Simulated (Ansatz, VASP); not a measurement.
**One calculation of BN, two programs**

```
B N
1.0
     2.55394    0.00000    0.00000
    -1.27697    2.21178    0.00000
     0.00000    0.00000    4.22685
B N
2 2
Direct
  0.66667 0.33333 0.99972
  0.33333 0.66667 0.49972
  0.66667 0.33333 0.62528
  0.33333 0.66667 0.12528
```

Alike in both runs: task single point; functional LDA; k mesh 9 × 9 × 4; occupations gaussian, width 0.1 eV; no spin polarisation.

|  | VASP | Ansatz |
| --- | --- | --- |
| version | VASP 6.6.1 | Ansatz 0.2.0 |
| potentials or method | VASP PAW LDA potentials, release 64 (B_h, N_h), cutoff 1330 eV | scalar-relativistic, plane waves, PAW |
| valence electrons in the cell | 16 | 16 |

|  | VASP | Ansatz | Ansatz less VASP |
| --- | --- | --- | --- |
| gap on the k mesh at the Fermi level (eV) | 4.97 | 4.98 | +0.016 |
| least direct gap on the mesh (eV) | 8.10 | 8.10 | +0.002 |
| pressure (GPa) | -13.2 | -13.9 | -0.73 |
| traceless stress, the component that is largest in VASP (GPa) | -0.28 | -0.26 | +0.021 |
| rms of the force components (eV/Å) | 0.012 | 0.014 | +0.0019 |

Ansatz warns that its potentials were made for another functional, while VASP's fit it. LDA's correlation is that of Perdew and Zunger in VASP and of Perdew and Wang (1992) in Ansatz. Atom by atom the forces differ by 0.002 eV/Å (rms over components).
